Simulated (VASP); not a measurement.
# LiH (F-43m) in VASP: notebook

LiH is run at these levels: PBE, r2SCAN; tasks: single point.

Program: VASP 6.6.1. These are calculated values, not measurements. Logs are shortened: lines on timing, memory, paths and dates and some standing lists are left out, and cuts for length are marked.

## Step 1: The cell of the first run

The structure is cubic, space group F-43m (No. 216). The conventional cell has a = 4.290 Å, b = 4.290 Å, c = 4.290 Å, α = 90.00°, β = 90.00°, γ = 90.00°. Li (site symmetry -43m) has 4 H at 1.86 Å within 2.5 Å. H (site symmetry -43m) has 4 Li at 1.86 Å within 2.5 Å.

## Step 2: Single point, PBE (atoms taken out)

INCAR

```
SYSTEM = LiH
ALGO = Normal
EDIFF = 1E-6
ENCUT = 520
GGA = PE
ISIF = 2
ISMEAR = 0
LASPH = .TRUE.
LCHARG = .FALSE.
LREAL = .FALSE.
LWAVE = .FALSE.
NBANDS = 9
NELM = 80
PREC = Accurate
SIGMA = 0.1
```

KPOINTS

```
k-points
0
G
  6 6 6
  0 0 0
```

POSCAR

```
LiH
1.0
    0.0000000000      2.1449748301      2.1449748301
    2.1449748301      0.0000000000      2.1449748301
    2.1449748301      2.1449748301      0.0000000000
Li H
1 1
Direct
    0.0000000000      0.0000000000      0.0000000000
    0.7500000000      0.7500000000      0.7500000000
```

Potentials or basis: VASP PAW PBE potentials, release 64 (Li_sv, H).

Started as:

```sh
$ cat potpaw_PBE.64/Li_sv/POTCAR potpaw_PBE.64/H/POTCAR > POTCAR
$ mpirun -np 1 vasp_std > vasp.out
```

OUTCAR:

```text
SYSTEM = LiH
   EDIFF = 1E-6
   ENCUT = 520
   GGA = PE
   ISIF = 2
   ISMEAR = 0
   LASPH = .TRUE.
   LREAL = .FALSE.
   NELM = 80
   PREC = Accurate

 ion  position               nearest neighbor table
   1  0.000  0.000  0.000-
   2  0.750  0.750  0.750-

  LATTYP: Found a face centered cubic cell.
 ALAT       =     4.2899496602

  Lattice vectors:

 A1 = (   0.0000000000,   2.1449748301,   2.1449748301)
 A2 = (   2.1449748301,   0.0000000000,   2.1449748301)
 A3 = (   2.1449748301,   2.1449748301,   0.0000000000)

Analysis of symmetry for initial positions (statically):
=====================================================================
 Subroutine PRICEL returns:
 Original cell was already a primitive cell.

 Routine SETGRP: Setting up the symmetry group for a
 face centered cubic supercell.

 Subroutine GETGRP returns: Found 24 space group operations
 (whereof 24 operations were pure point group operations)
 out of a pool of 48 trial point group operations.

The static configuration has the point symmetry T_d .

Analysis of symmetry for dynamics (positions and initial velocities):
=====================================================================
 Subroutine PRICEL returns:
 Original cell was already a primitive cell.

 Routine SETGRP: Setting up the symmetry group for a
 face centered cubic supercell.

 Subroutine GETGRP returns: Found 24 space group operations
 (whereof 24 operations were pure point group operations)
 out of a pool of 48 trial point group operations.

The dynamic configuration has the point symmetry T_d .

 Subroutine INISYM returns: Found 24 space group operations
 (whereof 24 operations are pure point group operations),
 and found     1 'primitive' translations

----------------------------------------------------------------------------------------

                                     Primitive cell

  volume of cell :      19.7377

  direct lattice vectors                    reciprocal lattice vectors
     0.000000000  2.144974830  2.144974830    -0.233102968  0.233102968  0.233102968
     2.144974830  0.000000000  2.144974830     0.233102968 -0.233102968  0.233102968
     2.144974830  2.144974830  0.000000000     0.233102968  0.233102968 -0.233102968

  length of vectors
     3.033452496  3.033452496  3.033452496     0.403746185  0.403746185  0.403746185

  position of ions in fractional coordinates (direct lattice)
     0.000000000  0.000000000  0.000000000
     0.750000000  0.750000000  0.750000000

  ion indices of the primitive-cell ions
   primitive index   ion index
                 1           1
                 2           2

----------------------------------------------------------------------------------------

 KPOINTS: k-points

Automatic generation of k-mesh.
 Grid dimensions read from file:
 generate k-points for:    6    6    6

 Generating k-lattice:

  Cartesian coordinates                     Fractional coordinates (reciprocal lattice)
    -0.038850495  0.038850495  0.038850495     0.166666667  0.000000000  0.000000000
     0.038850495 -0.038850495  0.038850495     0.000000000  0.166666667  0.000000000
     0.038850495  0.038850495 -0.038850495     0.000000000  0.000000000  0.166666667

  Length of vectors
     0.067291031  0.067291031  0.067291031

  Shift w.r.t. Gamma in fractional coordinates (k-lattice)
     0.000000000  0.000000000  0.000000000

 Subroutine IBZKPT returns following result:
 ===========================================

 Found     16 irreducible k-points:

 Following reciprocal coordinates:
            Coordinates               Weight
  0.000000  0.000000  0.000000      1.000000
  0.166667  0.000000  0.000000      8.000000
  0.333333  0.000000  0.000000      8.000000
  0.500000  0.000000  0.000000      4.000000
  0.166667  0.166667  0.000000      6.000000
  0.333333  0.166667  0.000000     24.000000
[... 8 lines left out ...]
 -0.333333  0.333333  0.166667     24.000000
 -0.333333  0.500000  0.166667     12.000000
   k-points           NKPTS =     16   k-points in BZ     NKDIM =     16   number of bands    NBANDS=      9
   number of dos      NEDOS =    301   number of ions     NIONS =      2
   total plane-waves  NPLWV =  13824
   dimension x,y,z NGX =    24 NGY =   24 NGZ =   24
   dimension x,y,z NGXF=    48 NGYF=   48 NGZF=   48
   ions per type =               1   1
   NGX,Y,Z   is equivalent  to a cutoff of  13.15, 13.15, 13.15 a.u.
   NGXF,Y,Z  is equivalent  to a cutoff of  26.31, 26.31, 26.31 a.u.
 SYSTEM =  LiH
   PREC   = accura    normal or accurate (medium, high low for compatibility)
   ISTART =      0    job   : 0-new  1-cont  2-samecut
   ICHARG =      2    charge: 1-file 2-atom 10-const
   ISPIN  =      1    spin polarized calculation?
   LNONCOLLINEAR =      F non collinear calculations
   LSORBIT =      F    spin-orbit coupling
   LASPH  =      T    aspherical Exc in radial PAW
   ENCUT  =  520.0 eV  38.22 Ry    6.18 a.u.   5.64  5.64  5.64*2*pi/ulx,y,z
   NELM   =     80;   NELMIN=  2; NELMDL= -5     # of ELM steps
   EDIFF  = 0.1E-05   stopping-criterion for ELM
   LREAL  =      F    real-space projection
   EDIFFG = 0.1E-04   stopping-criterion for IOM
   NSW    =      0    number of steps for IOM
   IBRION =     -1    ionic relax: 0-MD 1-quasi-New 2-CG
   NFREE  =      0    steps in history (QN), initial steepest desc. (CG)
   ISIF   =      2    stress and relaxation
   ISYM   =      2    0-nonsym 1-usesym 2-fastsym
   POTIM  = 0.5000    time-step for ionic-motion
   TEBEG  =    0.0;   TEEND  =   0.0 temperature during run
   PSTRESS=    0.0 pullay stress
   NELECT =       4.0000    total number of electrons
   NUPDOWN=      -1.0000    fix difference up-down
   EMIN   =  10.00;   EMAX   =-10.00  energy-range for DOS
   EFERMI =   0.00;   METHOD = LEGACY
   ISMEAR =     0;   SIGMA  =   0.10  broadening in eV -4-tet -1-fermi 0-gaus
   EFERMI_NEDOS =   21; number of points for ismear=-14 and -15
   IALGO  =     38    algorithm
   IMIX   =      4    mixing-type and parameters
     AMIX     =   0.40;   BMIX     =  1.00
     AMIX_MAG =   1.60;   BMIX_MAG =  1.00
  volume/ion in A,a.u.               =       9.87        66.60
  Fermi-wavevector in a.u.,A,eV,Ry     =   0.961603  1.817167 12.581049  0.924681
  Thomas-Fermi vector in A             =   2.090990
   LORBIT       =      0    0 simple, 1 ext, 2 COOP (PROOUT), +10 PAW based schemes
   GGA     = PE    functional components
   LHFCALC =     F    Hartree Fock is set to
   AEXX    =    0.0000 exact exchange contribution
   IVDW    =     0    specifies the selected vdW correction
   LEPSILON=     F    determine dielectric tensor
   LRPA    =     F    only Hartree local field effects (RPA)
 non-spin polarized calculation
 Gauss-broadening in eV      SIGMA  =   0.10
  energy-cutoff  :      520.00
  volume of cell :       19.74
 maximum number of plane-waves:       544
 NGX is ok and might be reduce to    24
   NGX = 11   NGY = 11   NGZ = 11

 number of electron       3.9999993 magnetization

 Free energy of the ion-electron system (eV)
  ---------------------------------------------------
  ext. energy  EPLUGINS =         0.00000000
  ---------------------------------------------------
  free energy    TOTEN  =        -6.03053191 eV

  energy without entropy =       -6.03053191  energy(sigma->0) =       -6.03053191

 E-fermi :  -1.3052     XC(G=0):  -7.6944

 val. band max:       -1.7435804669   @ k =  -0.3333   0.5000   0.1667
 cond. band min:       2.5551316696   @ k =   0.5000   0.0000   0.0000
 fundamental gap:      4.2987121365
 Fermi energy:        -1.3052228691

 k-point     1 :       0.0000    0.0000    0.0000
  band No.  band energies     occupation
      1     -45.0090      2.00000
      2      -5.3498      2.00000
      3      11.4152      0.00000
      4      15.6157      0.00000
      5      15.6157      0.00000
      6      15.6157      0.00000
      7      18.1832      0.00000
      8      18.1832      0.00000
      9      18.1832      0.00000

 k-point     2 :       0.1667    0.0000    0.0000
  band No.  band energies     occupation
      1     -45.0034      2.00000
      2      -4.9171      2.00000
      3       8.9091      0.00000
      4      14.0501      0.00000
      5      14.5150      0.00000
      6      14.5150      0.00000
      7      19.6664      0.00000
      8      19.6664      0.00000
      9      21.8981      0.00000

 k-point     3 :       0.3333    0.0000    0.0000
  band No.  band energies     occupation
      1     -44.9920      2.00000
      2      -3.7208      2.00000
      3       4.6781      0.00000
      4      13.6195      0.00000
      5      13.6195      0.00000
      6      14.3050      0.00000
      7      18.3019      0.00000
      8      18.3019      0.00000
      9      20.7339      0.00000

 k-point     4 :       0.5000    0.0000    0.0000
  band No.  band energies     occupation
      1     -44.9864      2.00000
      2      -2.7168      2.00000
      3       2.5551      0.00000
      4      13.4016      0.00000
      5      13.4016      0.00000
      6      14.4028      0.00000
      7      17.3234      0.00000
      8      17.3234      0.00000
      9      20.9857      0.00000
[... 109 lines left out ...]
 k-point    14 :       0.5000    0.3333    0.1667
  band No.  band energies     occupation
      1     -44.9846      2.00000
      2      -2.7709      2.00000
      3       4.6851      0.00000
      4       8.4128      0.00000
      5      10.6987      0.00000
      6      14.7969      0.00000
      7      17.3266      0.00000
      8      21.8361      0.00000
      9      25.5466      0.00000

 k-point    15 :      -0.3333    0.3333    0.1667
  band No.  band energies     occupation
      1     -44.9807      2.00000
      2      -1.9540      2.00000
      3       3.5016      0.00000
      4       7.4199      0.00000
      5      10.0248      0.00000
      6      15.5253      0.00000
      7      18.3931      0.00000
      8      21.5241      0.00000
      9      24.2219      0.00000

 k-point    16 :      -0.3333    0.5000    0.1667
  band No.  band energies     occupation
      1     -44.9789      2.00000
      2      -1.7436      2.00000
      3       5.2102      0.00000
      4       5.2894      0.00000
      5       9.2911      0.00000
      6      14.2307      0.00000
      7      17.8870      0.00000
      8      22.2104      0.00000
      9      26.3845      0.00000

------------------------ aborting loop because EDIFF is reached ----------------------------------------

  FORCE on cell =-STRESS in cart. coord.  units (eV):
  Direction    XX          YY          ZZ          XY          YZ          ZX
  --------------------------------------------------------------------------------------
  -------------------------------------------------------------------------------------
  Total       -0.0244899     -0.0244899     -0.0244899      0.0000000      0.0000000     -0.0000000
  in kB       -1.9879282     -1.9879282     -1.9879282      0.0000000      0.0000000     -0.0000000
  external PRESSURE =      -1.9879282 kB  Pullay stress =       0.0000000 kB

 VOLUME and BASIS-vectors are now :
 -----------------------------------------------------------------------------
  energy-cutoff  :      520.00
  volume of cell :       19.74
      direct lattice vectors                 reciprocal lattice vectors
     0.000000000  2.144974830  2.144974830    -0.233102968  0.233102968  0.233102968
     2.144974830  0.000000000  2.144974830     0.233102968 -0.233102968  0.233102968
     2.144974830  2.144974830  0.000000000     0.233102968  0.233102968 -0.233102968

 POSITION                                       TOTAL-FORCE (eV/Angst)
 -----------------------------------------------------------------------------------
      0.00000      0.00000      0.00000         0.000000     -0.000000      0.000000
      3.21746      3.21746      3.21746        -0.000000      0.000000     -0.000000
 -----------------------------------------------------------------------------------
    total drift:                                0.000000      0.000000      0.000000

  FREE ENERGIE OF THE ION-ELECTRON SYSTEM (eV)
  ---------------------------------------------------
  free  energy   TOTEN  =        -6.0305319094 eV

  energy  without entropy=       -6.0305319094  energy(sigma->0) =       -6.03053191
```

Run time: 5.3 s. Hardware: 1 thread of AMD EPYC 7R13, shared host; peak memory 0.1 GiB.

Results:

| Item | Value |
| --- | --- |
| Free energy | -6.0305 eV |
| Band gap on the k mesh | 4.30 eV (least direct gap 5.27 eV) |

Caveat: the k points lie up to 0.42 Å⁻¹ apart; the cell differs from its parent crystal (atoms taken out); the cutoff is under 1.25 times the usual one of these potentials, so pressure, stress and relaxed cells hold a basis-set (Pulay) error. A k mesh can miss the band edges.

(Continued in part 2 of 2.)
